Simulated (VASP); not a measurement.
**TiC: single point with r2SCAN**

The system is TiC.

```
Ti C
1.0
     0.00000    2.15930    2.15930
     2.15930    0.00000    2.15930
     2.15930    2.15930    0.00000
Ti C
1 1
Direct
  0.00000 0.00000 0.00000
  0.50000 0.50000 0.50000
```

```yaml
Program: VASP 6.6.1
Task: single point
Functional: r2SCAN
Potentials_or_basis: VASP PAW PBE potentials, release 64 (Ti_sv, C)
Cutoff: 520 eV
k_mesh: 14 × 14 × 14
Occupations: gaussian, width 0.05 eV
Spin: no spin polarisation
Dipole_correction: no
Further_INCAR_settings: ALGO = Normal; EDIFF = 1e-06; NBANDS = 15
```

| Quantity | Value |
| --- | --- |
| Pressure | 2.6 GPa |
| Band gap on the k mesh | zero (band 8 reaches 10.46 eV, above the bottom of band 9 at 9.13 eV) |

Levels at points of the mesh, in eV from the Fermi level:
| k point | band 5 | band 6 | band 7 | band 8 | band 9 | band 10 | band 11 | band 12 |
| --- | --- | --- | --- | --- | --- | --- | --- | --- |
| (0.00, 0.00, 0.00) | -13.26 | 0.86 | 0.86 | 0.86 | 1.67 | 1.67 | 1.67 | 1.73 |
| (0.50, 0.00, 0.00) | -9.71 | -6.14 | -3.17 | -3.17 | 3.17 | 3.17 | 4.42 | 8.60 |
| (0.50, 0.50, 0.00) | -10.98 | -3.70 | -1.55 | -0.15 | -0.15 | 2.76 | 3.81 | 3.81 |

Wall time 81 s on 1 thread of Intel Xeon 6975P-C, with other jobs on the host, peak memory 0.17 GiB.

Caveat: the PAW data sets were made with another functional, which shifts forces and pressure a little.
